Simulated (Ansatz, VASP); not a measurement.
# One calculation of HfC, two programs

```
CELL_PARAMETERS angstrom
0.00000 2.32500 2.32500
2.32500 0.00000 2.32500
2.32500 2.32500 0.00000
ATOMIC_POSITIONS crystal
Hf 0.50000 0.50000 0.50000
C 0.00000 0.00000 0.00000
```

Alike in both runs: task single point; functional PBE; k mesh 15 × 15 × 15; occupations fermi-dirac, width 0.05 eV; no spin polarisation.

```csv
,VASP,Ansatz
version,VASP 6.6.1,Ansatz 0.2.0
potentials or method,"VASP PAW PBE potentials, release 64 (Hf_pv, C), cutoff 520 eV","all-electron LAPW, non-relativistic"
```

Ansatz gave:

- pressure (GPa): 11.9

Q: Estimate VASP's values.

A: Pressure (GPa): -0.5.

One of these differences is far larger than is usual between the two programs; its cause wasn't traced. Ansatz ran all-electron here, and VASP with PAW potentials.

Spin-orbit coupling is off throughout.
